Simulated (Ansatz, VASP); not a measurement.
Cu: VASP beside Ansatz

```
Cu
1.0
     0.00000    1.77060    1.77060
     1.77060    0.00000    1.77060
     1.77060    1.77060    0.00000
Cu
1
Cartesian
  0.0000 0.0000 0.0000
```

Alike in both runs: task single point; functional PBE0; k mesh 8 × 8 × 8; occupations fermi-dirac, width 0.05 eV; no spin polarisation.

```csv
,VASP,Ansatz
version,VASP 6.6.1,Ansatz 0.2.0
potentials or method,"VASP PAW PBE potentials, release 64 (Cu)",Ansatz PAW
plane-wave cutoff (eV),520,420
valence electrons in the cell,11,19
```

```tsv
	VASP	Ansatz	Ansatz less VASP
gap on the k mesh at the Fermi level (eV)	none	none	-
pressure (GPa)	12.7	12.7	+0.06
```

A gap of «none» marks a metal or a gap that the smearing closes. VASP's potentials hold 11 valence electrons a cell and Ansatz's 19, so a difference there can come from the potentials and not from the codes.

The k mesh is coarse, so the values compare programs but aren't converged.
